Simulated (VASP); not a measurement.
Set up this calculation in VASP 6.6.1, as the native input.

* Task: single point
* Functional: PBE
* Potentials or basis: VASP PAW PBE potentials, release 64 (Sr_sv, Pt)
* Cutoff: 520 eV
* k mesh: 8 × 8 × 8
* Occupations: gaussian, width 0.1 eV
* Spin: no spin polarisation
* Dipole correction: no
* Further INCAR settings: ALGO = Fast; EDIFF = 1e-06; NBANDS = 28

The structure of Sr3Pt lies in POSCAR:

```
Sr3Pt
1.0
    5.1423828206      0.0000000000      0.0000000000
    0.0000000000      5.1423828206      0.0000000000
    0.0000000000      0.0000000000      5.1423828206
Sr Pt
3 1
Direct
    0.5000000000      0.0000000000      0.0000000000
    0.0000000000      0.5000000000      0.0000000000
    0.0000000000      0.0000000000      0.5000000000
    0.5000000000      0.5000000000      0.5000000000
```

One way to write it, as run:

INCAR

```
SYSTEM = Sr3Pt
PREC     = Accurate       ! precision mode
ENCUT    = 520            ! plane-wave cutoff, eV
EDIFF    = 1E-6           ! SCF threshold, eV
ISMEAR   = 0              ! smearing method
SIGMA    = 0.1            ! smearing width, eV
LREAL    = .False.        ! projectors in reciprocal space
LASPH    = .True.         ! aspherical terms in the spheres
NELM     = 80             ! most SCF steps
ALGO     = Fast           ! electronic algorithm
ISIF     = 2              ! what is computed and relaxed
LWAVE    = .False.        ! write WAVECAR
LCHARG   = .True.         ! write CHGCAR
GGA      = PE             ! functional
LELF     = .True.         ! ELF
LVHAR    = .True.       
NBANDS   = 28             ! bands
```

KPOINTS

```
regular mesh
0
Gamma
  8 8 8
  0 0 0
```

Potentials or basis: VASP PAW PBE potentials, release 64 (Sr_sv, Pt).

Run with:

```sh
$ cat potpaw_PBE.64/Sr_sv/POTCAR potpaw_PBE.64/Pt/POTCAR > POTCAR
$ mpirun -np 1 vasp_std > vasp.out
```

Results of the run:

| Item | Value |
| --- | --- |
| Pressure | 0.1 GPa |
| Band gap on the k mesh | zero (bands 20 and 21 overlap by 1.37 eV) |

Caveat: spin-orbit coupling is left out, which moves the levels of the heavy elements.

Run time: 98 s on 1 thread of AMD EPYC 9R45 (Zen 5), on a shared host, peak memory 0.28 GiB.
